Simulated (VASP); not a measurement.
BaTe:

```xyz
2
Lattice="4.2448 0.0000 0.0000 0.0000 4.2448 0.0000 0.0000 0.0000 4.2448" Properties=species:S:1:pos:R:3 pbc="T T T"
Ba    0.0000    0.0000    0.0000
Te    2.1224    2.1224    2.1224
```

Base run:

```yaml
Program: VASP 6.6.1
Functional: r2SCAN
Potentials_or_basis: VASP PAW PBE potentials, release 64 (Ba_sv, Te)
Cutoff: 520 eV
k_mesh: 4 × 4 × 4
Occupations: gaussian, width 0.01 eV
Spin: no spin polarisation
```

Its results: band gap on the k mesh 1.09 eV (least direct gap 1.37 eV); pressure 0.6 GPa.

Task: The run is repeated on the same cell with these changes: functional from r2SCAN to PBE; further incar settings from ALGO = Normal; EDIFF = 1e-06; NBANDS = 15 to ALGO = Normal; EDIFF = 1e-07; NBANDS = 15. What comes out?

Result: Band gap on the k mesh 0.74 eV (least direct gap 0.95 eV); pressure 0.6 GPa.

Caveats: spin-orbit coupling is left out, which moves the levels of the heavy elements; the PAW data sets were made with another functional, which shifts forces and pressure a little (at least some runs).

A k mesh can miss the band edges.
